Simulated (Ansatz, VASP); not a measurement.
H: VASP beside Ansatz

The input POSCAR:

```
H
1.0
    8.0000000000      0.0000000000      0.0000000000
    0.0000000000      8.0000000000      0.0000000000
    0.0000000000      0.0000000000      8.0000000000
H
2
Direct
    0.5000000000      0.5000000000      0.4375000000
    0.5000000000      0.5000000000      0.5625000000
```

The input INCAR.step1:

```
ALGO = Normal
EDIFF = 1E-5
ENCUT = 440
GGA = PE
GGA_COMPAT = False
ISMEAR = 0
LASPH = True
LCHARG = False
LREAL = False
LWAVE = True
NBANDS = 8
NELM = 120
NELMDL = -8
PREC = Accurate
SIGMA = 0.01
```

The input INCAR.step2:

```
ALGO = Normal
EDIFF = 1E-6
ENCUT = 440
GGA_COMPAT = False
ISIF = 2
ISMEAR = 0
ISTART = 1
LASPH = True
LCHARG = False
LMIXTAU = True
LREAL = False
LWAVE = False
METAGGA = R2SCAN
NBANDS = 8
NELM = 120
PREC = Accurate
SIGMA = 0.01
```

Contents of KPOINTS:

```
k-points
0
Gamma
  1 1 1
```

Input for Ansatz:

```yaml
crystal:
  lattice:
    - [8.0, 0.0, 0.0]
    - [0.0, 8.0, 0.0]
    - [0.0, 0.0, 8.0]
  atoms:
    - { symbol: H, position: [0.5, 0.5, 0.4375] }
    - { symbol: H, position: [0.5, 0.5, 0.5625] }
scf:
  occupations: { method: fixed }
output:
  forces: true
  stress: false
  eigenvalues: true
hamiltonian:
  xc: r2scan
basis:
  ecutwfc: 600
kpoints:
  mp_grid: { grid: [1, 1, 1] }
```

Alike in both runs: task single point; functional r2SCAN; k mesh 1 × 1 × 1; no spin polarisation.

```csv
,VASP,Ansatz
version,VASP 6.6.1,Ansatz 0.2.0
potentials or method,"VASP PAW PBE potentials, release 64 (H), cutoff 440 eV","scalar-relativistic, plane waves, PAW"
occupations,"gaussian, width 0.01 eV",fixed
valence electrons in the cell,2,2
```

```csv
,VASP,Ansatz,Ansatz less VASP
gap on the k mesh at the Fermi level (eV),9.52,9.57,+0.055
rms of the force components (eV/Å),2.589,2.600,+0.0110
```

VASP's potentials were made for PBE, not for r2SCAN. Atom by atom the forces differ by 0.011 eV/Å (rms over components).
